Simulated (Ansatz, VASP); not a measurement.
# SnO: VASP beside Ansatz

```xyz
2
Lattice="0.0000 2.6176 2.6176 2.6176 0.0000 2.6176 2.6176 2.6176 0.0000" Properties=species:S:1:pos:R:3 pbc="T T T"
Sn    0.0000    0.0000    0.0000
O     2.6176    2.6176    2.6176
```

Alike in both runs: task single point; functional PBEsol; k mesh 10 × 10 × 10; occupations gaussian, width 0.02 eV; no spin polarisation.

```csv
,VASP,Ansatz
version,VASP 6.6.1,Ansatz 0.2.0
potentials or method,"VASP PAW PBE potentials, release 64 (Sn_d, O), cutoff 520 eV","scalar-relativistic, plane waves, PAW"
valence electrons in the cell,20,20
```

Ansatz gave:

| Item | Value |
| --- | --- |
| gap on the k mesh at the Fermi level (eV) | 0.69 |
| least direct gap on the mesh (eV) | 0.73 |
| pressure (GPa) | -9.4 |

**Question.** Estimate VASP's values.

**Answer.** gap on the k mesh at the Fermi level (eV): 0.69; least direct gap on the mesh (eV): 0.73; pressure (GPa): -9.5.

VASP's potentials were made for PBE, not for PBEsol. With one functional, cell and mesh, what is left measures potentials, basis and numerics.
